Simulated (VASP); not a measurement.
Here is a VASP 6.6.1 calculation.

Contents of INCAR:

```
PREC = Accurate ; ENCUT = 500
EDIFF = 1E-6 ; ISMEAR = 0
SIGMA = 0.1 ; LREAL = False
LASPH = True ; NELM = 120
ALGO = Normal ; ISIF = 2
LWAVE = False ; LCHARG = False
GGA = PE ; NBANDS = 24
GGA_COMPAT = False
```

Contents of KPOINTS:

```
regular mesh
0
Gamma
  6 6 4
```

POSCAR

```
ScAs4
1.0
    4.3289511200      0.0000000000      0.0000000000
   -2.1644755600      3.7489816400      0.0000000000
    0.0000000000      0.0000000000      4.3634744000
Sc As
1 4
Direct
    0.0000000000      0.0000000000      0.5000000000
    0.5000000000      0.0000000000      0.5000000000
    0.0000000000      0.5000000000      0.5000000000
    0.5000000000      0.5000000000      0.5000000000
    0.0000000000      0.0000000000      0.0000000000
```

Potentials or basis: VASP PAW PBE potentials, release 64 (Sc_sv, As).

Run with:

```bash
$ cat potpaw_PBE.64/Sc_sv/POTCAR potpaw_PBE.64/As/POTCAR > POTCAR
$ mpirun -np 1 vasp_std > vasp.out
```

**Question.** Predict the pressure.

**Answer.** 136.0 GPa.

**Question.** What does it give for the band gap on the k mesh?

**Answer.** Zero (an odd number of electrons rules out a gap without spin polarisation).

Stress tensor (GPa, compression positive):
```
168.23   0.00   0.00
  0.00 168.23   0.00
  0.00   0.00  71.49
```

Caveat: the stress differs along the axes, from 71 to 168 GPa; an odd number of electrons without spin polarisation forces a metal; a magnetic or distorted state may lie lower.
